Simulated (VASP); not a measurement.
Here is a VASP 6.6.1 calculation.

File INCAR:

```
ALGO = Normal ; EDIFF = 1E-7
ENCUT = 520 ; ISIF = 2
ISMEAR = 0 ; LASPH = True
LCHARG = False ; LREAL = False
LWAVE = False ; NBANDS = 15
NELM = 60 ; PREC = Accurate
SIGMA = 0.05
```

KPOINTS

```
k-points
0
Gamma
  6 6 6
```

The input POSCAR:

```
KBr
1.0
    0.0000000000      3.2431125000      3.3912750000
    3.2431125000      0.0000000000      3.3912750000
    3.2431125000      3.2431125000      0.0000000000
K Br
1 1
Direct
    0.0000000000      0.0000000000      0.0000000000
    0.5000000000      0.5000000000      0.5000000000
```

Potentials or basis: VASP PAW LDA potentials, release 64 (K_sv, Br).

Run with:

```console
$ cat potpaw_LDA.64/K_sv/POTCAR potpaw_LDA.64/Br/POTCAR > POTCAR
$ mpirun -np 1 vasp_std > vasp.out
```

Question: Estimate the band gap on the k mesh.

Answer: 4.05 eV, direct.

Question: What does it give for the pressure?

Answer: -1.4 GPa.

Stress tensor (GPa, compression positive):
```
-1.06  0.00  0.00
 0.00 -1.06  0.00
 0.00  0.00 -2.12
```

Caveat: the cell differs from its parent crystal (strain -0.015 along x and y, +0.030 along z).
